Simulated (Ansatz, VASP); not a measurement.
## Na2BrCl: VASP beside Ansatz

```
Na Br Cl
1.0
     1.95678    1.12975    6.71319
    -1.95678    1.12975    6.71319
     0.00000   -2.25949    6.71319
Na Br Cl
2 1 1
Direct
  0.25451 0.25451 0.25451
  0.74549 0.74549 0.74549
  0.50000 0.50000 0.50000
  0.00000 0.00000 0.00000
```

Alike in both runs: task single point; functional LDA; k mesh 9 × 9 × 9; occupations gaussian, width 0.05 eV; no spin polarisation.

|  | VASP | Ansatz |
| --- | --- | --- |
| version | VASP 6.6.1 | Ansatz 0.2.0 |
| potentials or method | VASP PAW LDA potentials, release 64 (Na_pv, Br, Cl), cutoff 520 eV | scalar-relativistic, plane waves, PAW |
| valence electrons in the cell | 28 | 32 |

|  | VASP | Ansatz | Ansatz less VASP |
| --- | --- | --- | --- |
| gap on the k mesh at the Fermi level (eV) | 4.02 | 4.01 | -0.009 |
| least direct gap on the mesh (eV) | 4.02 | 4.01 | -0.009 |
| pressure (GPa) | 0.0 | 0.0 | -0.02 |
| traceless stress, the component that is largest in VASP (GPa) | -0.81 | -0.81 | -0.001 |
| rms of the force components (eV/Å) | 0.003 | 0.003 | +0.0003 |

LDA's correlation is that of Perdew and Zunger in VASP and of Perdew and Wang (1992) in Ansatz. Atom by atom the forces differ by 0.000 eV/Å (rms over components). VASP's potentials hold 28 valence electrons a cell and Ansatz's 32, so a difference there can come from the potentials and not from the codes.
